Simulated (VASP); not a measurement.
# Tc (P6_3/mmc) in VASP: further runs

Tc is run at these levels: LDA; tasks: single point, relaxation of cell and atoms.

All numbers are computed with VASP 6.6.1; they aren't measurements. Logs are shortened: lines on timing, memory, paths and dates and some standing lists are left out, and cuts for length are marked.

## 1. The cell of the first run

It takes space group P6_3/mmc (No. 194, hexagonal). The conventional cell has a = 2.710 Å, b = 2.710 Å, c = 4.332 Å, α = 90.00°, β = 90.00°, γ = 120.00°. Within 3.5 Å of Tc (site symmetry -6m2) lie 12 Tc at 2.67 to 2.71 Å.

## 2. Single point, LDA

Contents of INCAR:

```
SYSTEM = Tc
  ALGO = Normal
  EDIFF = 1E-6
  ENCUT = 520
  ISIF = 2
  ISMEAR = -1
  LASPH = .TRUE.
  LCHARG = .TRUE.
  LELF = .TRUE.
  LREAL = .FALSE.
  LVHAR = .TRUE.
  LWAVE = .FALSE.
  NBANDS = 20
  NELM = 60
  PREC = Accurate
  SIGMA = 0.05
```

Contents of KPOINTS:

```
k-points
0
G
  19 19 11
  0 0 0
```

Contents of POSCAR:

```
Tc
1.0
    2.7096592777      0.0000000000      0.0000000000
   -1.3548296388      2.3466337701      0.0000000000
    0.0000000000      0.0000000000      4.3324431605
Tc
2
Direct
    0.3333333333      0.6666666667      0.2500000000
    0.6666666667      0.3333333333      0.7500000000
```

Potentials or basis: VASP PAW LDA potentials, release 64 (Tc_pv).

On the command line:

```bash
> cat potpaw_LDA.64/Tc_pv/POTCAR > POTCAR
> mpirun -np 1 vasp_std > vasp.out
```

OUTCAR:

```text
SYSTEM = Tc
   EDIFF = 1E-6
   ENCUT = 520
   ISIF = 2
   ISMEAR = -1
   LASPH = .TRUE.
   LREAL = .FALSE.
   NELM = 60
   PREC = Accurate

 ion  position               nearest neighbor table
   1  0.333  0.667  0.250-   2 2.67   2 2.67   2 2.67   2 2.67   2 2.67   2 2.67
   2  0.667  0.333  0.750-   1 2.67   1 2.67   1 2.67   1 2.67   1 2.67   1 2.67

  LATTYP: Found a hexagonal cell.
 ALAT       =     2.7096592777
 C/A-ratio  =     1.5988885378

  Lattice vectors:

 A1 = (   2.7096592777,   0.0000000000,   0.0000000000)
 A2 = (  -1.3548296388,   2.3466337701,   0.0000000000)
 A3 = (   0.0000000000,   0.0000000000,   4.3324431605)

Analysis of symmetry for initial positions (statically):
=====================================================================
 Subroutine PRICEL returns:
 Original cell was already a primitive cell.

 Routine SETGRP: Setting up the symmetry group for a
 hexagonal supercell.

 Subroutine GETGRP returns: Found 24 space group operations
 (whereof 12 operations were pure point group operations)
 out of a pool of 24 trial point group operations.

The static configuration has the point symmetry D_3d.
 The point group associated with its full space group is D_6h.

Analysis of symmetry for dynamics (positions and initial velocities):
=====================================================================
 Subroutine PRICEL returns:
 Original cell was already a primitive cell.

 Routine SETGRP: Setting up the symmetry group for a
 hexagonal supercell.

 Subroutine GETGRP returns: Found 24 space group operations
 (whereof 12 operations were pure point group operations)
 out of a pool of 24 trial point group operations.

The dynamic configuration has the point symmetry D_3d.
 The point group associated with its full space group is D_6h.

 Subroutine INISYM returns: Found 24 space group operations
 (whereof 12 operations are pure point group operations),
 and found     1 'primitive' translations

----------------------------------------------------------------------------------------

                                     Primitive cell

  volume of cell :      27.5482

  direct lattice vectors                    reciprocal lattice vectors
     2.709659278  0.000000000  0.000000000     0.369050090  0.213071169  0.000000000
    -1.354829639  2.346633770  0.000000000     0.000000000  0.426142337  0.000000000
     0.000000000  0.000000000  4.332443160     0.000000000  0.000000000  0.230816646

  length of vectors
     2.709659278  2.709659278  4.332443160     0.426142337  0.426142337  0.230816646

  position of ions in fractional coordinates (direct lattice)
     0.333333333  0.666666667  0.250000000
     0.666666667  0.333333333  0.750000000

  ion indices of the primitive-cell ions
   primitive index   ion index
                 1           1
                 2           2

----------------------------------------------------------------------------------------

 KPOINTS: k-points

Automatic generation of k-mesh.
 Grid dimensions read from file:
 generate k-points for:   19   19   11

 Generating k-lattice:

  Cartesian coordinates                     Fractional coordinates (reciprocal lattice)
     0.019423689  0.011214272  0.000000000     0.052631579  0.000000000  0.000000000
     0.000000000  0.022428544  0.000000000     0.000000000  0.052631579  0.000000000
     0.000000000  0.000000000  0.020983331     0.000000000  0.000000000  0.090909091

  Length of vectors
     0.022428544  0.022428544  0.020983331

  Shift w.r.t. Gamma in fractional coordinates (k-lattice)
     0.000000000  0.000000000  0.000000000

 Subroutine IBZKPT returns following result:
 ===========================================

 Found    240 irreducible k-points:

 Following reciprocal coordinates:
            Coordinates               Weight
  0.000000  0.000000  0.000000      1.000000
  0.052632  0.000000  0.000000      6.000000
  0.105263  0.000000  0.000000      6.000000
  0.157895  0.000000  0.000000      6.000000
  0.210526  0.000000  0.000000      6.000000
  0.263158  0.000000  0.000000      6.000000
[... 16 lines left out ...]
  0.263158  0.105263  0.000000     12.000000
  0.315789  0.105263  0.000000     12.000000
 [... further k-points ...]
   k-points           NKPTS =    240   k-points in BZ     NKDIM =    240   number of bands    NBANDS=     20
   number of dos      NEDOS =    301   number of ions     NIONS =      2
   total plane-waves  NPLWV =  12800
   dimension x,y,z NGX =    20 NGY =   20 NGZ =   32
   dimension x,y,z NGXF=    40 NGYF=   40 NGZF=   64
   ions per type =               2
   NGX,Y,Z   is equivalent  to a cutoff of  12.27, 12.27, 12.28 a.u.
   NGXF,Y,Z  is equivalent  to a cutoff of  24.54, 24.54, 24.56 a.u.
 SYSTEM =  Tc
   PREC   = accura    normal or accurate (medium, high low for compatibility)
   ISTART =      0    job   : 0-new  1-cont  2-samecut
   ICHARG =      2    charge: 1-file 2-atom 10-const
   ISPIN  =      1    spin polarized calculation?
   LNONCOLLINEAR =      F non collinear calculations
   LSORBIT =      F    spin-orbit coupling
   LASPH  =      T    aspherical Exc in radial PAW
   ENCUT  =  520.0 eV  38.22 Ry    6.18 a.u.   5.04  5.04  8.06*2*pi/ulx,y,z
   NELM   =     60;   NELMIN=  2; NELMDL= -5     # of ELM steps
   EDIFF  = 0.1E-05   stopping-criterion for ELM
   LREAL  =      F    real-space projection
   EDIFFG = 0.1E-04   stopping-criterion for IOM
   NSW    =      0    number of steps for IOM
   IBRION =     -1    ionic relax: 0-MD 1-quasi-New 2-CG
   NFREE  =      0    steps in history (QN), initial steepest desc. (CG)
   ISIF   =      2    stress and relaxation
   ISYM   =      2    0-nonsym 1-usesym 2-fastsym
   POTIM  = 0.5000    time-step for ionic-motion
   TEBEG  =    0.0;   TEEND  =   0.0 temperature during run
   PSTRESS=    0.0 pullay stress
   NELECT =      26.0000    total number of electrons
   NUPDOWN=      -1.0000    fix difference up-down
   EMIN   =  10.00;   EMAX   =-10.00  energy-range for DOS
   EFERMI =   0.00;   METHOD = LEGACY
   ISMEAR =    -1;   SIGMA  =   0.05  broadening in eV -4-tet -1-fermi 0-gaus
   EFERMI_NEDOS =   21; number of points for ismear=-14 and -15
   IALGO  =     38    algorithm
   IMIX   =      4    mixing-type and parameters
     AMIX     =   0.40;   BMIX     =  1.00
     AMIX_MAG =   1.60;   BMIX_MAG =  1.00
  volume/ion in A,a.u.               =      13.77        92.95
  Fermi-wavevector in a.u.,A,eV,Ry     =   1.605838  3.034593 35.085545  2.578715
  Thomas-Fermi vector in A             =   2.702121
   LORBIT       =      0    0 simple, 1 ext, 2 COOP (PROOUT), +10 PAW based schemes
   GGA     = CA    functional components
   LHFCALC =     F    Hartree Fock is set to
   AEXX    =    0.0000 exact exchange contribution
   IVDW    =     0    specifies the selected vdW correction
   LEPSILON=     F    determine dielectric tensor
   LRPA    =     F    only Hartree local field effects (RPA)
 non-spin polarized calculation
  energy-cutoff  :      520.00
  volume of cell :       27.55
 maximum number of plane-waves:       762
   NGX = 11   NGY = 11   NGZ = 17

 number of electron      26.0000008 magnetization

 Free energy of the ion-electron system (eV)
  ---------------------------------------------------
  ext. energy  EPLUGINS =         0.00000000
  ---------------------------------------------------
  free energy    TOTEN  =       -23.47798835 eV

  energy without entropy =      -23.46282588  energy(sigma->0) =      -23.47040711

 E-fermi :  13.1619     XC(G=0): -14.2489

 val. band max:       13.1523165323   @ k =   0.3684   0.1053   0.1818
 cond. band min:      13.1687617414   @ k =   0.1579   0.1053   0.1818
 fundamental gap:      0.0164452091
 Fermi energy:        13.1618864524

 k-point     1 :       0.0000    0.0000    0.0000
  band No.  band energies     occupation
      1     -26.2140      2.00000
      2     -24.9416      2.00000
      3     -24.9416      2.00000
      4     -24.7261      2.00000
      5     -24.7261      2.00000
      6     -24.6761      2.00000
[... 12 lines left out ...]
     19      24.7686      0.00000
     20      27.5046      0.00000

 k-point     2 :       0.0526    0.0000    0.0000
  band No.  band energies     occupation
      1     -26.2011      2.00000
      2     -24.9712      2.00000
      3     -24.9513      2.00000
      4     -24.7568      2.00000
      5     -24.7300      2.00000
      6     -24.6816      2.00000
[... 12 lines left out ...]
     19      24.7586      0.00000
     20      27.7321      0.00000

 k-point     3 :       0.1053    0.0000    0.0000
  band No.  band energies     occupation
      1     -26.1629      2.00000
      2     -25.0566      2.00000
      3     -24.9789      2.00000
      4     -24.8448      2.00000
      5     -24.7417      2.00000
      6     -24.6983      2.00000
[... 12 lines left out ...]
     19      24.7121      0.00000
     20      28.3603      0.00000

 k-point     4 :       0.1579    0.0000    0.0000
  band No.  band energies     occupation
      1     -26.1014      2.00000
      2     -25.1884      2.00000
      3     -25.0204      2.00000
      4     -24.9778      2.00000
      5     -24.7609      2.00000
      6     -24.7263      2.00000
[... 12 lines left out ...]
     19      24.6024      0.00000
     20      29.1589      0.00000

 k-point     5 :       0.2105    0.0000    0.0000
  band No.  band energies     occupation
      1     -26.0202      2.00000
      2     -25.3519      2.00000
      3     -25.1388      2.00000
      4     -25.0705      2.00000
      5     -24.7858      2.00000
      6     -24.7659      2.00000
[... 12 lines left out ...]
     19      24.4289      0.00000
     20      29.2891      0.00000
[... 353 lines left out ...]
      6     -24.7830      2.00000
[... 12 lines left out ...]
     19      24.3910      0.00000
     20      29.3731      0.00000

 k-point    22 :       0.2105    0.1053    0.0000
  band No.  band energies     occupation
      1     -25.8925      2.00000
      2     -25.5262      2.00000
      3     -25.3970      2.00000
      4     -25.1155      2.00000
      5     -24.8706      2.00000
      6     -24.8339      2.00000
[... 12 lines left out ...]
     19      24.2472      0.00000
     20      28.0360      0.00000

 k-point    23 :       0.2632    0.1053    0.0000
  band No.  band energies     occupation
      1     -25.7894      2.00000
      2     -25.6861      2.00000
      3     -25.5138      2.00000
      4     -25.1914      2.00000
      5     -24.9067      2.00000
      6     -24.8948      2.00000
[... 12 lines left out ...]
     19      24.1527      0.00000
     20      26.3442      0.00000

 k-point    24 :       0.3158    0.1053    0.0000
  band No.  band energies     occupation
      1     -25.8240      2.00000
      2     -25.6853      2.00000
      3     -25.6128      2.00000
      4     -25.2555      2.00000
      5     -24.9624      2.00000
      6     -24.9375      2.00000
[... 12 lines left out ...]
     19      24.9729      0.00000
     20      25.0618      0.00000

 [... further k-points ...]
[... 5 lines left out ...]
  --------------------------------------------------------------------------------------
  -------------------------------------------------------------------------------------
  Total        0.0095196      0.0095196      0.0012912      0.0000000      0.0000000      0.0000000
  in kB        0.5536515      0.5536515      0.0750931      0.0000000      0.0000000      0.0000000
  external PRESSURE =       0.3941320 kB  Pullay stress =       0.0000000 kB

 VOLUME and BASIS-vectors are now :
 -----------------------------------------------------------------------------
  energy-cutoff  :      520.00
  volume of cell :       27.55
      direct lattice vectors                 reciprocal lattice vectors
     2.709659278  0.000000000  0.000000000     0.369050090  0.213071169  0.000000000
    -1.354829639  2.346633770  0.000000000     0.000000000  0.426142337  0.000000000
     0.000000000  0.000000000  4.332443160     0.000000000  0.000000000  0.230816646

 POSITION                                       TOTAL-FORCE (eV/Angst)
 -----------------------------------------------------------------------------------
     -0.00000      1.56442      1.08311         0.000000     -0.000000      0.000000
      1.35483      0.78221      3.24933        -0.000000      0.000000      0.000000
 -----------------------------------------------------------------------------------
    total drift:                               -0.000000      0.000000     -0.000000

  FREE ENERGIE OF THE ION-ELECTRON SYSTEM (eV)
  ---------------------------------------------------
  free  energy   TOTEN  =       -23.4779883509 eV

  energy  without entropy=      -23.4628258754  energy(sigma->0) =      -23.47040711
```

It took 1.8 min on 1 thread of AMD EPYC 7R13, shared host; peak memory 0.18 GiB.

What came out:

- Free energy: -23.4780 eV
- Pressure: 0.0 GPa
- Band gap on the k mesh: zero (band 13 reaches 15.17 eV, above the bottom of band 14 at 11.46 eV)

(Part 1 of 2 ends here.)
